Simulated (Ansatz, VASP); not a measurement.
One calculation of InP, two programs

INCAR

```
PREC = Accurate
ENCUT = 520
EDIFF = 1E-7
ISMEAR = 0
SIGMA = 0.05
LREAL = F
LASPH = T
NELM = 100
ALGO = Normal
ISIF = 2
LWAVE = F
LCHARG = T
GGA = PE
LELF = T
LVHAR = T
NBANDS = 16
```

KPOINTS

```
regular mesh
0
Gamma
  10 10 10
```

POSCAR

```
InP
1.0
    0.0000000000      2.9800342081      2.9353336950
    2.9800342081      0.0000000000      2.9353336950
    2.9800342081      2.9800342081      0.0000000000
In P
1 1
Direct
    0.0000000000      0.0000000000      0.0000000000
    0.7500000000      0.7500000000      0.7500000000
```

Input for Ansatz:

```yaml
crystal:
  lattice:
    - [0.0, 2.9800342081, 2.935333695]
    - [2.9800342081, 0.0, 2.935333695]
    - [2.9800342081, 2.9800342081, 0.0]
  atoms:
    - { symbol: In, position: [0.0, 0.0, 0.0] }
    - { symbol: P, position: [0.75, 0.75, 0.75] }
basis:
  ecutwfc: 420
kpoints:
  mp_grid: { grid: [10, 10, 10] }
hamiltonian:
  xc: pbe
scf:
  occupations: { method: gaussian, width: 0.05 }
output:
  forces: true
  stress: true
  eigenvalues: true
```

Change from the starting cell: strain -0.0150 x Voigt [0, 0, 1, 0, 0, 0], atoms carried along.

Alike in both runs: task single point; functional PBE; k mesh 10 × 10 × 10; occupations gaussian, width 0.05 eV; no spin polarisation.

|  | VASP | Ansatz |
| --- | --- | --- |
| version | VASP 6.6.1 | Ansatz 0.2.0 |
| potentials or method | VASP PAW PBE potentials, release 64 (In_d, P), cutoff 520 eV | scalar-relativistic, plane waves, PAW |
| valence electrons in the cell | 18 | 18 |

VASP gave:

```
gap on the k mesh at the Fermi level (eV)                     : 0.47
least direct gap on the mesh (eV)                             : 0.47
pressure (GPa)                                                : 0.9
traceless stress, the component that is largest in VASP (GPa) : 0.40
```

Task: What did Ansatz give for the same quantities?

Result: gap on the k mesh at the Fermi level (eV): 0.48; least direct gap on the mesh (eV): 0.48; pressure (GPa): 0.9; traceless stress, the component that is largest in VASP (GPa): 0.40.
